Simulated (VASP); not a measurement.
Here is a VASP 6.6.1 calculation.

Contents of INCAR:

```
SYSTEM = Ti
PREC = Accurate
ENCUT = 520
EDIFF = 1E-7
ISMEAR = 0
SIGMA = 0.15
LREAL = .False.
LASPH = .True.
NELM = 80
ALGO = Normal
ISIF = 2
LWAVE = .False.
LCHARG = .False.
GGA = PS
NBANDS = 12
```

Contents of KPOINTS:

```
regular mesh
0
Gamma
  22 22 22
  0 0 0
```

Contents of POSCAR:

```
Ti
1.0
   -1.5916827134      1.5916827134      1.3707571528
    1.5916827134     -1.5916827134      1.3707571528
    1.5916827134      1.5916827134     -1.3707571528
Ti
1
Direct
    0.0000000000      0.0000000000      0.0000000000
```

Potentials or basis: VASP PAW PBE potentials, release 64 (Ti_sv).

Command:

```console
$ cat potpaw_PBE.64/Ti_sv/POTCAR > POTCAR
$ mpirun -np 1 vasp_std > vasp.out
```

Problem. Estimate the pressure.

Solution. 25.5 GPa.

Problem. Estimate the band gap on the k mesh.

Solution. Zero (band 6 reaches 11.52 eV, above the bottom of band 7 at 9.90 eV).

Stress tensor (GPa, compression positive):
```
25.81  0.00  0.00
 0.00 25.81  0.00
 0.00  0.00 24.80
```

Caveat: the PAW data sets were made with another functional, which shifts forces and pressure a little.
